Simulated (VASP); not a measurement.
ZnS (wurtzite type): single point with PBE

Crystal: ZnS (wurtzite type).

```
Zn S
1.0
     3.18567    0.00000    0.00000
    -1.59284    2.75887    0.00000
     0.00000    0.00000    5.87941
Zn S
2 2
Direct
  0.33333 0.66667 0.01702
  0.66667 0.33333 0.51702
  0.33333 0.66667 0.35898
  0.66667 0.33333 0.85898
```

* Program: VASP 6.6.1
* Task: single point
* Functional: PBE
* Potentials or basis: VASP PAW PBE potentials, release 64 (Zn, S)
* Cutoff: 520 eV
* k mesh: 10 × 10 × 6
* Occupations: fermi-dirac, width 0.05 eV
* Spin: no spin polarisation
* Dipole correction: no
* Further INCAR settings: ALGO = Normal; EDIFF = 1e-07; NBANDS = 26

The pressure is 79.1 GPa. The band gap on the k mesh is 1.38 eV (least direct gap 2.59 eV).

Stress tensor (GPa, compression positive):
```
79.01  0.00  0.00
 0.00 79.01  0.00
 0.00  0.00 79.19
```

Levels at points of the mesh, in eV from the valence-band top:
```
           k point  band 16  band 17  band 18  band 19  band 20  band 21
(0.00, 0.00, 0.00)    -1.45     0.00     0.00     2.59     4.86     5.49
(0.50, 0.00, 0.00)    -4.22    -3.84    -1.50     3.21     3.34     4.39
(0.00, 0.00, 0.50)    -0.78    -0.78    -0.78     5.10     5.10     6.79
(0.50, 0.00, 0.50)    -3.99    -2.79    -2.79     2.27     2.27     4.24
```

Wall time 92 s on 1 thread of Intel Xeon 8259CL, on a shared host, peak memory 0.21 GiB.

Caveat: the cell stands under pressure. A k mesh can miss the band edges.
